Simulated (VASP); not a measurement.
Ga3Sb: single point with PBEsol+D3(BJ)

The system is Ga3Sb.

```
Ga Sb
1.0
    -1.91588    1.91588    4.91500
     1.91588   -1.91588    4.91500
     1.91588    1.91588   -4.91500
Ga Sb
3 1
Direct
  0.75000 0.25000 0.50000
  0.25000 0.75000 0.50000
  0.50000 0.50000 0.00000
  0.00000 0.00000 0.00000
```

```
Program             : VASP 6.6.1
Task                : single point
Functional          : PBEsol
Dispersion          : D3(BJ)
Potentials or basis : VASP PAW PBE potentials, release 64 (Ga_d, Sb)
Cutoff              : 520 eV
k mesh              : 14 × 14 × 14
Occupations         : gaussian, width 0.15 eV
Spin                : no spin polarisation
```

```json
{"Pressure": "7.4 GPa", "Band gap on the k mesh": "zero (bands 22 and 23 overlap by 4.58 eV)", "Dispersion energy per atom": "-0.408 eV"}
```

Stress tensor (GPa, compression positive):
```
8.57 0.00 0.00
0.00 8.57 0.00
0.00 0.00 5.06
```

Levels at points of the mesh, in eV from the Fermi level:
```
           k point  band 19  band 20  band 21  band 22  band 23  band 24  band 25  band 26
(0.00, 0.00, 0.00)    -2.13    -2.13    -1.81    -0.31    -0.31    -0.25     1.61     1.70
(0.50, 0.00, 0.00)    -6.34    -0.48    -0.30     0.06     1.04     1.93     2.05     3.70
(0.50, 0.50, 0.00)    -6.05    -5.21    -4.92    -1.83    -1.32    -0.35     0.40     5.34
(0.50, 0.50, 0.50)    -3.09    -2.24    -0.91     1.17     2.01     2.01     2.09     3.94
```

It took 11 min on 1 thread of Intel(R) Xeon(R) Platinum 8488C (Sapphire Rapids), on a shared host, peak memory 0.59 GiB.

Caveat: the cell stands under pressure; the PAW data sets were made with another functional, which shifts forces and pressure a little; spin-orbit coupling is left out, which moves the levels of the heavy elements.
